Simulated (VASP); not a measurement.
Write the native input for VASP 6.6.1 that does the following.

```
Task                   : single point
Functional             : LDA
Potentials or basis    : VASP PAW LDA potentials, release 64 (Os)
Cutoff                 : 520 eV
k mesh                 : 11 × 11 × 15
Occupations            : fermi-dirac, width 0.1 eV
Spin                   : no spin polarisation
Dipole correction      : no
Further INCAR settings : ALGO = Normal; EDIFF = 1e-07; NBANDS = 19
```

The structure of Os lies in POSCAR:

```
Os
1.0
    4.2655792858      0.0000000000      0.0000000000
   -2.1327896429      3.6941000234      0.0000000000
    0.0000000000      0.0000000000      2.6793231528
Os
3
Direct
    1.0000000000      0.0000000000      1.0000000000
    0.3333333333      0.6666666667      0.5000000000
    0.6666666667      0.3333333333      0.5000000000
```

This isn't the form of Os at room conditions, which is hcp.

The input as run:

INCAR

```
PREC = Accurate
ENCUT = 520
EDIFF = 1E-7
ISMEAR = -1
SIGMA = 0.1
LREAL = False
LASPH = True
NELM = 60
ALGO = Normal
ISIF = 2
LWAVE = False
LCHARG = False
NBANDS = 19
```

KPOINTS

```
Automatic mesh
0
Gamma
  11 11 15
```

Potentials or basis: VASP PAW LDA potentials, release 64 (Os).

The run is started by

```console
$ cat potpaw_LDA.64/Os/POTCAR > POTCAR
$ mpirun -np 1 vasp_std > vasp.out
```

Results of the run:

* Pressure: 0.8 GPa
* Band gap on the k mesh: zero (bands 12 and 13 overlap by 2.76 eV)

Caveat: spin-orbit coupling is left out, which moves the levels of the heavy elements.

It took 110 s on 1 thread of Intel Xeon 8259CL, on a shared host, peak memory 0.2 GiB.
